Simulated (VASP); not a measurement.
Write the native input for VASP 6.6.1 that does the following.

| Property | Result |
| --- | --- |
| Task | single point |
| Functional | PBE |
| Potentials or basis | VASP PAW PBE potentials, release 64 (Zr_sv) |
| Cutoff | 520 eV |
| k mesh | 10 × 10 × 10 |
| Occupations | fermi-dirac, width 0.1 eV |
| Spin | no spin polarisation |
| Dipole correction | no |
| Further INCAR settings | ALGO = Normal; EDIFF = 1e-07; NBANDS = 19 |

The structure of Zr lies in POSCAR:

```
Zr
1.0
    0.0000000000      3.0131475392      3.0131475392
    3.0131475392      0.0000000000      3.0131475392
    3.0131475392      3.0131475392      0.0000000000
Zr
2
Direct
    0.1250000000      0.1250000000      0.1250000000
    0.8750000000      0.8750000000      0.8750000000
```

This cell differs from its parent crystal: volume scaled by 0.88.

One way to write it, as run:

INCAR

```
SYSTEM = Zr
ALGO     = Normal         ! electronic algorithm
EDIFF    = 1E-7           ! SCF threshold, eV
ENCUT    = 520            ! plane-wave cutoff, eV
GGA      = PE             ! functional
ISIF     = 2              ! what is computed and relaxed
ISMEAR   = -1             ! smearing method
LASPH    = .True.         ! aspherical terms in the spheres
LCHARG   = .False.        ! write CHGCAR
LREAL    = .False.        ! projectors in reciprocal space
LWAVE    = .False.        ! write WAVECAR
NBANDS   = 19             ! bands
NELM     = 80             ! most SCF steps
PREC     = Accurate       ! precision mode
SIGMA    = 0.1            ! smearing width, eV
```

KPOINTS

```
k-points
0
Gamma
  10 10 10
  0 0 0
```

Potentials or basis: VASP PAW PBE potentials, release 64 (Zr_sv).

The run is started by

```console
$ cat potpaw_PBE.64/Zr_sv/POTCAR > POTCAR
$ mpirun -np 1 vasp_std > vasp.out
```

It gave:

```
Pressure               : 5.5 GPa
Band gap on the k mesh : zero (band 12 reaches 6.88 eV, above the bottom of band 13 at 6.48 eV)
```

Wall time 57 s on 1 thread of Intel Xeon 6975P-C, with other jobs on the host, peak memory 0.19 GiB.
